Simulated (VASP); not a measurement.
BN:

```
B N
1.0
     0.00000    1.74583    1.74583
     1.74583    0.00000    1.74583
     1.74583    1.74583    0.00000
B N
1 1
Direct
  0.00000 0.00000 0.00000
  0.50000 0.50000 0.50000
```

Base run:

- Program: VASP 6.6.1
- Functional: r2SCAN
- Potentials or basis: VASP PAW PBE potentials, release 64 (B, N)
- Cutoff: 520 eV
- k mesh: 8 × 8 × 8
- Occupations: gaussian, width 0.01 eV
- Spin: no spin polarisation

Its results: band gap on the k mesh 1.48 eV (least direct gap 6.51 eV); pressure 0.4 GPa.

Problem. The run is repeated on the same cell with these changes: functional from r2SCAN to PBE. What comes out?

Solution. Band gap on the k mesh 1.33 eV (least direct gap 5.85 eV); pressure 3.8 GPa.

Caveats: the structure was generated, so it needn't be the stable form of BN; the PAW data sets were made with another functional, which shifts forces and pressure a little (at least some runs); the cell stands under pressure (at least some runs).

A k mesh can miss the band edges.
